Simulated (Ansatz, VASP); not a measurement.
**Al in VASP and in Ansatz**

The input POSCAR:

```
Al
1.0
    4.4916000000      0.0000000000      0.0000000000
   -2.2458000000      3.8898400000      0.0000000000
    0.0000000000      0.0000000000      2.7226000000
Al
2
Direct
    0.3333300000      0.6666700000      0.0000000000
    0.6666700000      0.3333300000      0.0000000000
```

File INCAR.step1:

```
  ALGO = Normal
  EDIFF = 1E-5
  ENCUT = 520
  GGA = PE
  ISIF = 2
  ISMEAR = -1
  LASPH = True
  LCHARG = False
  LREAL = False
  LWAVE = True
  NBANDS = 10
  NELM = 60
  PREC = Accurate
  SIGMA = 0.05
```

INCAR.step2

```
  ALGO = Normal
  EDIFF = 1E-6
  ENCUT = 520
  GGA = PE
  HFSCREEN = 0.2079
  ISIF = 2
  ISMEAR = -1
  ISTART = 1
  LASPH = True
  LCHARG = False
  LHFCALC = True
  LREAL = False
  LWAVE = False
  NBANDS = 10
  NELM = 60
  PREC = Accurate
  PRECFOCK = Normal
  SIGMA = 0.05
```

KPOINTS

```
k-points
0
Gamma
  4 4 5
```

File input.yaml:

```yaml
crystal:
  lattice:
    - [4.4916, 0.0, 0.0]
    - [-2.2458, 3.88984, 0.0]
    - [0.0, 0.0, 2.7226]
  atoms:
    - { symbol: Al, position: [0.33333, 0.66667, 0.0] }
    - { symbol: Al, position: [0.66667, 0.33333, 0.0] }
hamiltonian:
  xc: hse06
  pseudopotentials: { kind: paw }
kpoints:
  mp_grid: { grid: [4, 4, 5] }
  band_path:
    path:
      - [[0.0, 0.0, 0.0], [0.5, 0.0, 0.0], [0.3333333333, 0.3333333333, 0.0], [0.0, 0.0, 0.0], [0.0, 0.0, 0.5], [0.5, 0.0, 0.5], [0.3333333333, 0.3333333333, 0.5], [0.0, 0.0, 0.5]]
      - [[0.5, 0.0, 0.5], [0.5, 0.0, 0.0]]
      - [[0.3333333333, 0.3333333333, 0.0], [0.3333333333, 0.3333333333, 0.5]]
    npoints: 4
scf:
  occupations: { method: fermi_dirac, width: 0.05 }
  n_extra_bands: 6
output:
  forces: true
  stress: true
  eigenvalues: true
  fatbands: false
  write_density: true
  write_potential: true
  elf: true
  volumetric_format: npy
```

Alike in both runs: functional HSE06; k mesh 4 × 4 × 5; occupations fermi-dirac, width 0.05 eV; no spin polarisation.

|  | VASP | Ansatz |
| --- | --- | --- |
| version | VASP 6.6.1 | Ansatz 0.2.0 |
| potentials or method | VASP PAW PBE potentials, release 64 (Al) | Ansatz PAW |
| plane-wave cutoff (eV) | 520 | 420 |
| valence electrons in the cell | 6 | 6 |
| task | single point | band structure |

```csv
,VASP,Ansatz,Ansatz less VASP
gap on the k mesh at the Fermi level (eV),none,none,-
pressure (GPa),1.8,1.9,+0.04
"traceless stress, the component that is largest in VASP (GPa)",2.97,3.03,+0.051
```

A gap of «none» marks a metal or a gap that the smearing closes.

The k mesh is coarse, so the values compare programs but aren't converged.
